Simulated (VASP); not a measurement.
Here is a VASP 6.6.1 calculation.

Contents of INCAR:

```
PREC = Accurate
ENCUT = 600
EDIFF = 1E-7
ISMEAR = -1
SIGMA = 0.02
LREAL = F
LASPH = T
NELM = 80
ALGO = Normal
ISIF = 3
LWAVE = F
LCHARG = F
IBRION = 2
NSW = 60
EDIFFG = -0.01
```

The input KPOINTS:

```
regular mesh
0
Gamma
  10 10 10
```

The input POSCAR:

```
Li
1.0
   -1.7546500000      1.7546500000      1.7546500000
    1.7546500000     -1.7546500000      1.7546500000
    1.7546500000      1.7546500000     -1.7546500000
Li
1
Direct
    0.0000000000      0.0000000000      0.0000000000
```

Potentials or basis: VASP PAW LDA potentials, release 64 (Li_sv).

Run with:

```console
$ cat potpaw_LDA.64/Li_sv/POTCAR > POTCAR
$ mpirun -np 1 vasp_std > vasp.out
```

(1) Estimate the space group after relaxing (to 0.05 Å).

(2) Estimate the relaxed volume.

Results:

(1) Im-3m (No. 229).

(2) 18.76 Å³/atom.

Caveat: the cutoff is under 1.25 times the usual one of these potentials, so pressure, stress and relaxed cells hold a basis-set (Pulay) error; the volume moved by -13 % from the deposited cell, more than functionals usually miss.
